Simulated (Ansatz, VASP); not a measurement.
# OsAu2 in VASP and in Ansatz

```xyz
3
Lattice="4.7154 0.0000 0.0000 -2.3577 4.0837 0.0000 0.0000 0.0000 2.6292" Properties=species:S:1:pos:R:3 pbc="T T T"
Os    0.0000    0.0000    0.0000
Au    0.0000    2.7225    1.3146
Au    2.3577    1.3612    1.3146
```

Alike in both runs: functional PBE; k mesh 6 × 6 × 4; occupations gaussian, width 0.1 eV; no spin polarisation.

Ansatz relaxed the structure, and its values are those at the end. VASP's run is a single point on that final structure, the one shown.

```csv
,VASP,Ansatz
version,VASP 6.6.1,Ansatz 0.2.0
potentials or method,"VASP PAW PBE potentials, release 64 (Os, Au), cutoff 520 eV","scalar-relativistic, plane waves, PAW"
valence electrons in the cell,30,54
```

|  | VASP | Ansatz | Ansatz less VASP |
| --- | --- | --- | --- |
| gap on the k mesh at the Fermi level (eV) | none | none | - |
| pressure (GPa) | -0.3 | 0.0 | +0.35 |

A gap of «none» marks a metal or a gap that the smearing closes. With one functional, cell and mesh, what is left measures potentials, basis and numerics. VASP's potentials hold 30 valence electrons a cell and Ansatz's 54, so a difference there can come from the potentials and not from the codes.

The k mesh is coarse, so the values compare programs but aren't converged. Neither program's run includes spin-orbit coupling.
